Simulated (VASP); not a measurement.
## Pt: single point with PBEsol

Pt:

```
CELL_PARAMETERS angstrom
0.00000 1.95790 2.01664
1.95790 0.00000 2.01664
1.95790 1.95790 0.00000
ATOMIC_POSITIONS crystal
Pt 0.00000 0.00000 0.00000
```

This cell differs from its parent crystal: strain +0.000 along x and y, +0.030 along z.

* Program: VASP 6.6.1
* Task: single point
* Functional: PBEsol
* Potentials or basis: VASP PAW PBE potentials, release 64 (Pt)
* Cutoff: 520 eV
* k mesh: 20 × 20 × 20
* Occupations: gaussian, width 0.15 eV
* Spin: no spin polarisation
* Dipole correction: no
* Further INCAR settings: ALGO = Normal; EDIFF = 1e-06; NBANDS = 11

* Pressure: -7.6 GPa
* Band gap on the k mesh: zero (band 5 reaches 11.24 eV, above the bottom of band 6 at 8.99 eV)

Stress tensor (GPa, compression positive):
```
-6.62  0.00  0.00
 0.00 -6.62  0.00
 0.00  0.00 -9.67
```

Levels at points of the mesh, in eV from the Fermi level:
```csv
k point,band 2,band 3,band 4,band 5,band 6,band 7,band 8,band 9
"(0.00, 0.00, 0.00)",-3.88,-3.54,-3.54,-1.77,-1.37,14.70,19.03,19.75
"(0.50, 0.00, 0.00)",-3.87,-3.54,-0.45,-0.04,0.12,5.62,14.21,18.51
"(0.50, 0.50, 0.00)",-6.40,0.04,0.45,0.45,1.39,8.07,11.61,11.61
"(0.50, 0.00, 0.50)",-6.38,-0.01,0.33,0.62,1.95,8.82,11.00,11.17
```

Wall time 61 s on 1 thread of Intel(R) Xeon(R) Platinum 8259CL CPU @ 2.50GHz (Skylake/Cascade Lake), on a shared host, peak memory 0.23 GiB.

Caveat: the cell differs from its parent crystal (strain +0.000 along x and y, +0.030 along z); the PAW data sets were made with another functional, which shifts forces and pressure a little; spin-orbit coupling is left out, which moves the levels of the heavy elements.
